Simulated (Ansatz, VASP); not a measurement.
# Cs: VASP beside Ansatz

```
CELL_PARAMETERS angstrom
-3.02250 3.02250 3.02250
3.02250 -3.02250 3.02250
3.02250 3.02250 -3.02250
ATOMIC_POSITIONS crystal
Cs 0.00000 0.00000 0.00000
```

Alike in both runs: task single point; functional PBE; k mesh 9 × 9 × 9; occupations fermi-dirac, width 0.05 eV; no spin polarisation.

|  | VASP | Ansatz |
| --- | --- | --- |
| version | VASP 6.6.1 | Ansatz 0.2.0 |
| potentials or method | VASP PAW PBE potentials, release 64 (Cs_sv), cutoff 520 eV | all-electron LAPW, scalar-relativistic |

```tsv
	VASP	Ansatz	Ansatz less VASP
pressure (GPa)	0.1	0.1	+0.01
```

Ansatz ran all-electron here, and VASP with PAW potentials.

Spin-orbit coupling is off throughout.
